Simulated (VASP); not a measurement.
# ZnS (Fm-3m) in VASP: notebook

Aim: see how the results for ZnS move with the level of theory and the settings. Levels: PBEsol, LDA, r2SCAN. Tasks: relaxation of cell and atoms.

Program: VASP 6.6.1. These are calculated values, not measurements. Logs are shortened: lines on timing, memory, paths and dates and some standing lists are left out, and cuts for length are marked.

## (1) The cell of the first run

The structure is cubic, space group Fm-3m (No. 225). Conventional cell: a = 5.104 Å, b = 5.104 Å, c = 5.104 Å, α = 90.00°, β = 90.00°, γ = 90.00°. Zn (site symmetry m-3m) has 6 S at 2.55 Å within 3.4 Å. S (site symmetry m-3m) has 6 Zn at 2.55 Å within 3.4 Å.

## (2) Relaxation of cell and atoms, PBEsol

Input file INCAR:

```
SYSTEM = ZnS
PREC = Accurate
ENCUT = 600
EDIFF = 1E-6
ISMEAR = -1
SIGMA = 0.02
LREAL = .FALSE.
LASPH = .TRUE.
NELM = 80
ALGO = Normal
ISIF = 3
LWAVE = .FALSE.
LCHARG = .FALSE.
GGA = PS
IBRION = 2
NSW = 80
EDIFFG = -0.005
```

Input file KPOINTS:

```
Automatic mesh
0
G
  8 8 8
  0 0 0
```

Input file POSCAR:

```
ZnS
1.0
    0.0000000000      2.5518826682      2.5518826682
    2.5518826682      0.0000000000      2.5518826682
    2.5518826682      2.5518826682      0.0000000000
Zn S
1 1
Direct
    0.0000000000      0.0000000000      0.0000000000
    0.5000000000      0.5000000000      0.5000000000
```

Potentials or basis: VASP PAW PBE potentials, release 64 (Zn, S).

On the command line:

```console
$ cat potpaw_PBE.64/Zn/POTCAR potpaw_PBE.64/S/POTCAR > POTCAR
$ mpirun -np 1 vasp_std > vasp.out
```

OUTCAR:

```text
SYSTEM = ZnS
   PREC = Accurate
   ENCUT = 600
   EDIFF = 1E-6
   ISMEAR = -1
   LREAL = .FALSE.
   LASPH = .TRUE.
   NELM = 80
   ISIF = 3
   GGA = PS
   IBRION = 2
   NSW = 80
   EDIFFG = -0.005

 ion  position               nearest neighbor table
   1  0.000  0.000  0.000-   2 2.55   2 2.55   2 2.55   2 2.55   2 2.55   2 2.55
   2  0.500  0.500  0.500-   1 2.55   1 2.55   1 2.55   1 2.55   1 2.55   1 2.55

  LATTYP: Found a face centered cubic cell.
 ALAT       =     5.1037653364

  Lattice vectors:

 A1 = (   0.0000000000,   2.5518826682,   2.5518826682)
 A2 = (   2.5518826682,   0.0000000000,   2.5518826682)
 A3 = (   2.5518826682,   2.5518826682,   0.0000000000)

Analysis of symmetry for initial positions (statically):
=====================================================================
 Subroutine PRICEL returns:
 Original cell was already a primitive cell.

 Routine SETGRP: Setting up the symmetry group for a
 face centered cubic supercell.

 Subroutine GETGRP returns: Found 48 space group operations
 (whereof 48 operations were pure point group operations)
 out of a pool of 48 trial point group operations.

The static configuration has the point symmetry O_h .

Analysis of symmetry for dynamics (positions and initial velocities):
=====================================================================
 Subroutine PRICEL returns:
 Original cell was already a primitive cell.

 Routine SETGRP: Setting up the symmetry group for a
 face centered cubic supercell.

 Subroutine GETGRP returns: Found 48 space group operations
 (whereof 48 operations were pure point group operations)
 out of a pool of 48 trial point group operations.

The dynamic configuration has the point symmetry O_h .

 Subroutine INISYM returns: Found 48 space group operations
 (whereof 48 operations are pure point group operations),
 and found     1 'primitive' translations

----------------------------------------------------------------------------------------

                                     Primitive cell

  volume of cell :      33.2363

  direct lattice vectors                    reciprocal lattice vectors
     0.000000000  2.551882668  2.551882668    -0.195933773  0.195933773  0.195933773
     2.551882668  0.000000000  2.551882668     0.195933773 -0.195933773  0.195933773
     2.551882668  2.551882668  0.000000000     0.195933773  0.195933773 -0.195933773

  length of vectors
     3.608907079  3.608907079  3.608907079     0.339367250  0.339367250  0.339367250

  position of ions in fractional coordinates (direct lattice)
     0.000000000  0.000000000  0.000000000
     0.500000000  0.500000000  0.500000000

  ion indices of the primitive-cell ions
   primitive index   ion index
                 1           1
                 2           2

----------------------------------------------------------------------------------------

 KPOINTS: Automatic mesh

Automatic generation of k-mesh.
 Grid dimensions read from file:
 generate k-points for:    8    8    8

 Generating k-lattice:

  Cartesian coordinates                     Fractional coordinates (reciprocal lattice)
    -0.024491722  0.024491722  0.024491722     0.125000000  0.000000000  0.000000000
     0.024491722 -0.024491722  0.024491722     0.000000000  0.125000000  0.000000000
     0.024491722  0.024491722 -0.024491722     0.000000000  0.000000000  0.125000000

  Length of vectors
     0.042420906  0.042420906  0.042420906

  Shift w.r.t. Gamma in fractional coordinates (k-lattice)
     0.000000000  0.000000000  0.000000000

 Subroutine IBZKPT returns following result:
 ===========================================

 Found     29 irreducible k-points:

 Following reciprocal coordinates:
            Coordinates               Weight
  0.000000  0.000000  0.000000      1.000000
  0.125000  0.000000  0.000000      8.000000
  0.250000  0.000000  0.000000      8.000000
  0.375000  0.000000  0.000000      8.000000
  0.500000  0.000000  0.000000      4.000000
  0.125000  0.125000  0.000000      6.000000
[... 16 lines left out ...]
  0.500000  0.250000  0.125000     48.000000
 -0.375000  0.250000  0.125000     24.000000
 [... further k-points ...]
   k-points           NKPTS =     29   k-points in BZ     NKDIM =     29   number of bands    NBANDS=     13
   number of dos      NEDOS =    301   number of ions     NIONS =      2
   total plane-waves  NPLWV =  27000
   dimension x,y,z NGX =    30 NGY =   30 NGZ =   30
   dimension x,y,z NGXF=    60 NGYF=   60 NGZF=   60
   ions per type =               1   1
   NGX,Y,Z   is equivalent  to a cutoff of  13.82, 13.82, 13.82 a.u.
   NGXF,Y,Z  is equivalent  to a cutoff of  27.64, 27.64, 27.64 a.u.
 SYSTEM =  ZnS
   PREC   = accura    normal or accurate (medium, high low for compatibility)
   ISTART =      0    job   : 0-new  1-cont  2-samecut
   ICHARG =      2    charge: 1-file 2-atom 10-const
   ISPIN  =      1    spin polarized calculation?
   LNONCOLLINEAR =      F non collinear calculations
   LSORBIT =      F    spin-orbit coupling
   LASPH  =      T    aspherical Exc in radial PAW
   ENCUT  =  600.0 eV  44.10 Ry    6.64 a.u.   7.21  7.21  7.21*2*pi/ulx,y,z
   NELM   =     80;   NELMIN=  2; NELMDL= -5     # of ELM steps
   EDIFF  = 0.1E-05   stopping-criterion for ELM
   LREAL  =      F    real-space projection
   EDIFFG = -.5E-02   stopping-criterion for IOM
   NSW    =     80    number of steps for IOM
   IBRION =      2    ionic relax: 0-MD 1-quasi-New 2-CG
   NFREE  =      1    steps in history (QN), initial steepest desc. (CG)
   ISIF   =      3    stress and relaxation
   ISYM   =      2    0-nonsym 1-usesym 2-fastsym
   POTIM  = 0.5000    time-step for ionic-motion
   TEBEG  =    0.0;   TEEND  =   0.0 temperature during run
   PSTRESS=    0.0 pullay stress
   NELECT =      18.0000    total number of electrons
   NUPDOWN=      -1.0000    fix difference up-down
   EMIN   =  10.00;   EMAX   =-10.00  energy-range for DOS
   EFERMI =   0.00;   METHOD = LEGACY
   ISMEAR =    -1;   SIGMA  =   0.02  broadening in eV -4-tet -1-fermi 0-gaus
   EFERMI_NEDOS =   21; number of points for ismear=-14 and -15
   IALGO  =     38    algorithm
   IMIX   =      4    mixing-type and parameters
     AMIX     =   0.40;   BMIX     =  1.00
     AMIX_MAG =   1.60;   BMIX_MAG =  1.00
  volume/ion in A,a.u.               =      16.62       112.14
  Fermi-wavevector in a.u.,A,eV,Ry     =   1.334427  2.521702 24.227848  1.780697
  Thomas-Fermi vector in A             =   2.463210
   LORBIT       =      0    0 simple, 1 ext, 2 COOP (PROOUT), +10 PAW based schemes
   GGA     = PS    functional components
   LHFCALC =     F    Hartree Fock is set to
   AEXX    =    0.0000 exact exchange contribution
   IVDW    =     0    specifies the selected vdW correction
   LEPSILON=     F    determine dielectric tensor
   LRPA    =     F    only Hartree local field effects (RPA)
 conjugate gradient relaxation of ions
 non-spin polarized calculation
  energy-cutoff  :      600.00
  volume of cell :       33.24
 maximum number of plane-waves:      1124
 NGX is ok and might be reduce to    30
   NGX = 15   NGY = 15   NGZ = 15

--------------------------------------- Ionic step        1  -------------------------------------------

 number of electron      18.0000009 magnetization

 Free energy of the ion-electron system (eV)
  ---------------------------------------------------
  ext. energy  EPLUGINS =         0.00000000
  ---------------------------------------------------
  free energy    TOTEN  =        -7.02684781 eV

  energy without entropy =       -7.02613527  energy(sigma->0) =       -7.02649154

 E-fermi :   3.7506     XC(G=0): -10.9655

 val. band max:        3.7115659224   @ k =  -0.2500   0.1250   0.0000
 cond. band min:       4.1585462302   @ k =   0.3750   0.3750   0.0000
 fundamental gap:      0.4469803078
 Fermi energy:         3.7505833126

 k-point     1 :       0.0000    0.0000    0.0000
  band No.  band energies     occupation
      1     -10.0708      2.00000
      2      -2.5647      2.00000
      3      -2.5647      2.00000
      4      -2.5516      2.00000
      5      -2.5515      2.00000
      6      -2.5515      2.00000
      7       3.1307      2.00000
      8       3.1307      2.00000
      9       3.1307      2.00000
     10       5.3948      0.00000
     11      12.6961      0.00000
     12      12.6961      0.00000
     13      12.6961      0.00000

 k-point     2 :       0.1250    0.0000    0.0000
  band No.  band energies     occupation
      1      -9.8891      2.00000
      2      -2.6135      2.00000
      3      -2.6135      2.00000
      4      -2.5764      2.00000
      5      -2.5294      2.00000
      6      -2.5294      2.00000
      7       1.7790      2.00000
      8       3.1881      2.00000
      9       3.1881      2.00000
     10       6.5678      0.00000
     11      11.7163      0.00000
[... 412 lines left out ...]
 POSITION                                       TOTAL-FORCE (eV/Angst)
 -----------------------------------------------------------------------------------
      2.49747      2.49747      4.99495        -0.000000      0.000000      0.000000
      2.49747      2.49747      2.49747         0.000000      0.000000     -0.000000
 -----------------------------------------------------------------------------------
    total drift:                                0.000000      0.000000      0.000000

  FREE ENERGIE OF THE ION-ELECTRON SYSTEM (eV)
  ---------------------------------------------------
  free  energy   TOTEN  =        -7.0455931604 eV

  energy  without entropy=       -7.0448810603  energy(sigma->0) =       -7.04523711

--------------------------------------- Ionic step        3  -------------------------------------------

 number of electron      17.9999989 magnetization

 Free energy of the ion-electron system (eV)
  ---------------------------------------------------
  ext. energy  EPLUGINS =         0.00000000
  ---------------------------------------------------
  free energy    TOTEN  =        -7.04840570 eV

  energy without entropy =       -7.04769356  energy(sigma->0) =       -7.04804963

 E-fermi :   4.2689     XC(G=0): -11.1998

 val. band max:        4.2298645004   @ k =  -0.2500   0.1250   0.0000
 cond. band min:       4.6607366893   @ k =   0.3750   0.3750   0.0000
 fundamental gap:      0.4308721890
 Fermi energy:         4.2688787710

 k-point     1 :       0.0000    0.0000    0.0000
  band No.  band energies     occupation
      1      -9.9498      2.00000
      2      -2.1710      2.00000
      3      -2.1710      2.00000
      4      -2.1569      2.00000
      5      -2.1569      2.00000
      6      -2.1569      2.00000
      7       3.5803      2.00000
      8       3.5803      2.00000
      9       3.5803      2.00000
     10       6.2510      0.00000
     11      13.1897      0.00000
     12      13.1897      0.00000
     13      13.1897      0.00000

 k-point     2 :       0.1250    0.0000    0.0000
  band No.  band energies     occupation
      1      -9.7548      2.00000
      2      -2.2269      2.00000
      3      -2.2269      2.00000
      4      -2.1869      2.00000
      5      -2.1317      2.00000
      6      -2.1317      2.00000
      7       2.2265      2.00000
      8       3.6462      2.00000
      9       3.6462      2.00000
     10       7.3967      0.00000
     11      12.2378      0.00000
[... 376 lines left out ...]
 POSITION                                       TOTAL-FORCE (eV/Angst)
 -----------------------------------------------------------------------------------
      0.00000      0.00000      0.00000         0.000000      0.000000     -0.000000
      2.51157      2.51157      2.51157        -0.000000     -0.000000      0.000000
 -----------------------------------------------------------------------------------
    total drift:                               -0.000000      0.000000      0.000000

  FREE ENERGIE OF THE ION-ELECTRON SYSTEM (eV)
  ---------------------------------------------------
  free  energy   TOTEN  =        -7.0484056964 eV

  energy  without entropy=       -7.0476935609  energy(sigma->0) =       -7.04804963

 reached required accuracy - stopping structural energy minimisation
```

Wall time 63 s (1 thread of Intel Xeon 8259CL, shared host); peak memory 0.18 GiB.

Results:

```
Free energy                           : -7.0484 eV
Relaxed volume                        : 15.84 Å³/atom
Relaxed cell                          : a = 3.552 Å, b = 3.552 Å, c = 3.552 Å, α = 60.00°, β = 60.00°, γ = 60.00°
Space group after relaxing (to 0.1 Å) : Fm-3m (No. 225)
Energy gained by relaxing             : 10.8 meV/atom
Ionic steps                           : 3
Pressure after relaxing               : 0.0 GPa
Band gap on the k mesh                : zero (bands 9 and 10 overlap by 0.40 eV)
```

The path:
| step | energy change (eV) | largest force (eV/Å) | pressure (GPa) | volume (Å³) |
| --- | --- | --- | --- | --- |
| 1 | 0.0000 | 0.0000 | -4.26 | 33.24 |
| 2 | -0.0187 | 0.0000 | 1.79 | 31.16 |
| 3 | -0.0216 | 0.0000 | 0.00 | 31.69 |

Final structure:
```yaml
crystal:
  lattice:
    - [0.00000, 2.51157, 2.51157]
    - [2.51157, 0.00000, 2.51157]
    - [2.51157, 2.51157, 0.00000]
  atoms:
    - { symbol: Zn, position: [0.00000, 0.00000, 0.00000] }
    - { symbol: S, position: [0.50000, 0.50000, 0.50000] }
```

Caveat: semilocal functionals underestimate gaps, so a narrow gap can read as zero; the PAW data sets were made with another functional, which shifts forces and pressure a little.

## (3) Relaxation of cell and atoms, LDA

Input file INCAR:

```
PREC     = Accurate       # precision mode
ENCUT    = 600            # plane-wave cutoff, eV
EDIFF    = 1E-6           # SCF threshold, eV
ISMEAR   = -1             # smearing method
SIGMA    = 0.02           # smearing width, eV
LREAL    = F              # projectors in reciprocal space
LASPH    = T              # aspherical terms in the spheres
NELM     = 80             # most SCF steps
ALGO     = Normal         # electronic algorithm
ISIF     = 3              # what is computed and relaxed
LWAVE    = F              # write WAVECAR
LCHARG   = F              # write CHGCAR
GGA      = CA             # functional
IBRION   = 2              # ionic algorithm
NSW      = 80             # ionic steps
EDIFFG   = -0.005         # ionic threshold
```

Input file KPOINTS:

```
Automatic mesh
0
Gamma
  8 8 8
```

POSCAR is that of step 2.

Potentials or basis: VASP PAW LDA potentials, release 64 (Zn, S).

On the command line:

```console
$ cat potpaw_LDA.64/Zn/POTCAR potpaw_LDA.64/S/POTCAR > POTCAR
$ mpirun -np 1 vasp_std > vasp.out
```

Wall time 1.8 min (1 thread of Intel Xeon 8259CL, shared host); peak memory 0.16 GiB.

The run converged. Its results:

* Free energy: -7.6609 eV
* Relaxed volume: 15.38 Å³/atom
* Relaxed cell: a = 3.517 Å, b = 3.517 Å, c = 3.517 Å, α = 60.00°, β = 60.00°, γ = 60.00°
* Space group after relaxing (to 0.1 Å): Fm-3m (No. 225)
* Energy gained by relaxing: 29.7 meV/atom
* Ionic steps: 15
* Pressure after relaxing: 0.0 GPa
* Band gap on the k mesh: zero (bands 9 and 10 overlap by 0.52 eV)

The path:
| step | energy change (eV) | largest force (eV/Å) | pressure (GPa) | volume (Å³) |
| --- | --- | --- | --- | --- |
| 1 | 0.0000 | 0.0000 | -7.05 | 33.24 |
| 2 | -0.0501 | 0.0000 | 3.48 | 29.84 |
| 3 | -0.0593 | 0.0000 | 0.07 | 30.73 |
| 4 | -0.0593 | 0.0000 | -0.14 | 30.78 |
| 5 | -0.0593 | 0.0000 | -0.14 | 30.78 |
| 6 | -0.0593 | 0.0000 | -0.14 | 30.78 |
| 7 | -0.0593 | 0.0000 | -0.15 | 30.78 |
| 8 | -0.0593 | 0.0000 | -0.16 | 30.78 |
| 9 | -0.0593 | 0.0000 | -0.15 | 30.78 |
| 10 | -0.0593 | 0.0000 | -0.15 | 30.78 |
| 11 | -0.0593 | 0.0000 | -0.14 | 30.78 |
| 12 | -0.0593 | 0.0000 | -0.13 | 30.78 |
| 13 | -0.0593 | 0.0000 | -0.12 | 30.77 |
| 14 | -0.0593 | 0.0000 | -0.09 | 30.77 |
| 15 | -0.0593 | 0.0000 | -0.04 | 30.76 |

Final structure:
```
Zn S
1.0
     0.00000    2.48676    2.48676
     2.48676    0.00000    2.48676
     2.48676    2.48676    0.00000
Zn S
1 1
Cartesian
  2.4868 0.0000 2.4868
  2.4868 2.4868 2.4868
```

Levels at points of the mesh, in eV from the Fermi level:
| k point | band 5 | band 6 | band 7 | band 8 | band 9 | band 10 | band 11 | band 12 | band 13 |
| --- | --- | --- | --- | --- | --- | --- | --- | --- | --- |
| (0.00, 0.00, 0.00) | -6.67 | -6.67 | -0.73 | -0.73 | -0.73 | 2.12 | 8.93 | 8.93 | 8.93 |
| (0.50, 0.00, 0.00) | -6.47 | -6.47 | -5.73 | -0.13 | -0.13 | 3.67 | 5.31 | 5.31 | 7.82 |
| (0.50, 0.50, 0.00) | -6.41 | -5.89 | -5.84 | -2.87 | -2.87 | -0.56 | 5.11 | 12.23 | 12.68 |

Caveat: semilocal functionals underestimate gaps, so a narrow gap can read as zero.

## (4) Relaxation of cell and atoms, r2SCAN

POSCAR is that of step 3.

Input file INCAR.step1:

```
PREC = Accurate
ENCUT = 600
ISMEAR = -1
SIGMA = 0.02
LREAL = F
LASPH = T
NELM = 100
GGA = PE
ALGO = Normal
EDIFF = 1E-4
LWAVE = T
LCHARG = F
```

Input file INCAR.step2:

```
PREC = Accurate
ENCUT = 600
EDIFF = 1E-6
ISMEAR = -1
SIGMA = 0.02
LREAL = F
LASPH = T
NELM = 100
ALGO = Normal
ISIF = 3
LWAVE = F
LCHARG = F
METAGGA = R2SCAN
LMIXTAU = T
IBRION = 2
NSW = 80
EDIFFG = -0.005
ISTART = 1
```

KPOINTS is that of step 3.

Potentials or basis: VASP PAW PBE potentials, release 64 (Zn, S).

On the command line:

```console
$ cat potpaw_PBE.64/Zn/POTCAR potpaw_PBE.64/S/POTCAR > POTCAR
$ cp INCAR.step1 INCAR
$ mpirun -np 1 vasp_std > vasp.out
$ cp INCAR.step2 INCAR
$ mpirun -np 1 vasp_std > vasp.out
```

Run time: 5.4 min. Hardware: 1 thread of Intel Xeon 8259CL, shared host; peak memory 0.19 GiB.

Results (log left out):

```yaml
Free_energy: -18.2380 eV
Relaxed_volume: 16.24 Å³/atom
Relaxed_cell: a = 3.582 Å, b = 3.582 Å, c = 3.582 Å, α = 60.00°, β = 60.00°, γ = 60.00°
Space_group_after_relaxing_to_0.1_Å: Fm-3m (No. 225)
Energy_gained_by_relaxing: 2.8 meV/atom
Ionic_steps: 4
Pressure_after_relaxing: 0.0 GPa
Band_gap_on_the_k_mesh: 0.14 eV (least direct gap 2.76 eV)
```

Step by step:
```
step  energy change (eV)  largest force (eV/Å)  pressure (GPa)  volume (Å³)
   1              0.0000                0.0000           -1.98        33.24
   2             -0.0054                0.0000            0.65        32.26
   3             -0.0057                0.0000            0.15        32.43
   4             -0.0057                0.0000            0.02        32.48
```

Final structure:
```
Zn S
1.0
     0.00000    2.53250    2.53250
     2.53250    0.00000    2.53250
     2.53250    2.53250    0.00000
Zn S
1 1
Direct
  0.00000 0.00000 0.00000
  0.50000 0.50000 0.50000
```

Levels at points of the mesh, in eV from the valence-band top:
```tsv
k point	band 6	band 7	band 8	band 9	band 10	band 11	band 12	band 13
(0.00, 0.00, 0.00)	-6.47	-0.61	-0.61	-0.61	2.67	9.56	9.56	9.56
(0.50, 0.00, 0.00)	-6.30	-5.50	-0.10	-0.10	4.47	6.07	6.08	8.31
(0.50, 0.50, 0.00)	-5.81	-5.41	-2.62	-2.62	0.14	5.83	13.00	13.48
```

Caveat: the PAW data sets were made with another functional, which shifts forces and pressure a little. A k mesh can miss the band edges.

## (5) Overview

```tsv
level	potentials or basis	gap on the mesh (eV)	pressure (GPa)	relaxed volume (Å³/atom)
PBEsol	VASP PAW PBE potentials, release 64 (Zn, S)	none	0.0	15.84
LDA	VASP PAW LDA potentials, release 64 (Zn, S)	none	0.0	15.38
r2SCAN	VASP PAW PBE potentials, release 64 (Zn, S)	0.14	0.0	16.24
```

Alike in all rows: task relaxation of cell and atoms; no spin polarisation; cell relaxed; k mesh 8 × 8 × 8; cutoff (eV) 600; smearing fermi-dirac 0.02 eV.

Caveats: semilocal functionals underestimate gaps, so a narrow gap can read as zero (at least some runs); the PAW data sets were made with another functional, which shifts forces and pressure a little (at least some runs).

Total energies depend on the potentials used, so only differences within one code and one set of settings carry meaning.
